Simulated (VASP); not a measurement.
Zn, 2 atoms in the cell. The structure is hexagonal, space group P6_3/mmc (No. 194). The conventional cell has a = 2.745 Å, b = 2.745 Å, c = 4.947 Å, α = 90.00°, β = 90.00°, γ = 120.00°. Within 3.6 Å of Zn (site symmetry -6m2) lie 12 Zn at 2.74 to 2.94 Å.  This cell differs from its parent crystal: strain +0.0300 x Voigt [1, 1, 0, 0, 0, 0].

```yaml
Program: VASP 6.6.1
Task: single point
Functional: PBEsol
Potentials_or_basis: VASP PAW PBE potentials, release 64 (Zn)
Cutoff: 520 eV
k_mesh: 24 × 24 × 10
Occupations: gaussian, width 0.15 eV
Spin: no spin polarisation
Dipole_correction: no
Further_INCAR_settings: ALGO = Fast; EDIFF = 1e-06; NBANDS = 19
```

Potentials or basis: VASP PAW PBE potentials, release 64 (Zn).

Launch:

```bash
$ cat potpaw_PBE.64/Zn/POTCAR > POTCAR
$ mpirun -np 1 vasp_std > vasp.out
```

Hardware: 1 thread of Intel Xeon 8259CL (shared host).

Problem. How long does it take, and how much memory?

Solution. It took 3.4 min on 1 thread of Intel Xeon 8259CL, on a shared host, peak memory 0.28 GiB. Counts: scf iterations 12, k points 366.
